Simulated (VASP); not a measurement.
# InP: single point with LDA

The system is InP.

```xyz
2
Lattice="0.0000 2.8909 2.8909 2.8909 0.0000 2.8909 2.8909 2.8909 0.0000" Properties=species:S:1:pos:R:3 pbc="T T T"
In    0.0000    0.0000    0.0000
P     4.3363    4.3363    4.3363
```

This cell differs from its parent crystal: volume scaled by 0.96.

```yaml
Program: VASP 6.6.1
Task: single point
Functional: LDA
Potentials_or_basis: VASP PAW LDA potentials, release 64 (In_d, P)
Cutoff: 520 eV
k_mesh: 8 × 8 × 8
Occupations: fermi-dirac, width 0.05 eV
Spin: no spin polarisation
Dipole_correction: no
Further_INCAR_settings: ALGO = Normal; EDIFF = 1e-07; NBANDS = 16
```

- Pressure: 1.8 GPa
- Band gap on the k mesh: 0.73 eV, direct

Levels at points of the mesh, in eV from the valence-band top:
```csv
k point,band 5,band 6,band 7,band 8,band 9,band 10,band 11,band 12,band 13,band 14
"(0.00, 0.00, 0.00)",-14.10,-11.83,0.00,0.00,0.00,0.73,3.96,3.96,3.96,8.48
"(0.50, 0.00, 0.00)",-14.09,-9.94,-6.05,-1.05,-1.05,1.42,4.71,4.71,6.97,9.43
"(0.50, 0.50, 0.00)",-14.06,-9.22,-6.04,-2.50,-2.50,1.53,2.12,9.25,9.70,9.70
```

It took 43 s on 1 thread of AMD EPYC 7R13, with other jobs on the host, peak memory 0.13 GiB.

Caveat: spin-orbit coupling is left out, which moves the levels of the heavy elements.
